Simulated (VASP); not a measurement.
SnO2:

```
Sn O
1.0
     0.00000    2.57415    2.57415
     2.57415    0.00000    2.57415
     2.57415    2.57415    0.00000
Sn O
1 2
Direct
  0.00000 0.00000 0.00000
  0.75000 0.75000 0.75000
  0.25000 0.25000 0.25000
```

| Quantity | Value |
| --- | --- |
| Program | VASP 6.6.1 |
| Task | relaxation of cell and atoms |
| Functional | PBE |
| Dispersion | D3(BJ) |
| Potentials or basis | VASP PAW PBE potentials, release 64 (Sn_d, O) |
| Cutoff | 600 eV |
| k mesh | 9 × 9 × 9 |
| Occupations | fermi-dirac, width 0.05 eV |
| Spin | no spin polarisation |

At the start: pressure -3.5 GPa; volume 11.37 Å³/atom.

Q: How do energy, volume and symmetry change on relaxing?

A: Over 3 steps the energy falls by 2.4 meV/atom and the volume is 11.16 Å³/atom (-1.9 %); space group Fm-3m (No. 225, to 0.1 Å) before and after.

Step by step:
```csv
step,energy change (eV),largest force (eV/Å),pressure (GPa),volume (Å³)
1,0.0000,0.0000,-3.47,34.11
2,-0.0010,0.0000,3.47,32.91
3,-0.0071,0.0000,-0.01,33.48
```

Final structure:
```
Sn O
1.0
     0.00000    2.55807    2.55807
     2.55807    0.00000    2.55807
     2.55807    2.55807    0.00000
Sn O
1 2
Direct
  0.00000 0.00000 0.00000
  0.75000 0.75000 0.75000
  0.25000 0.25000 0.25000
```
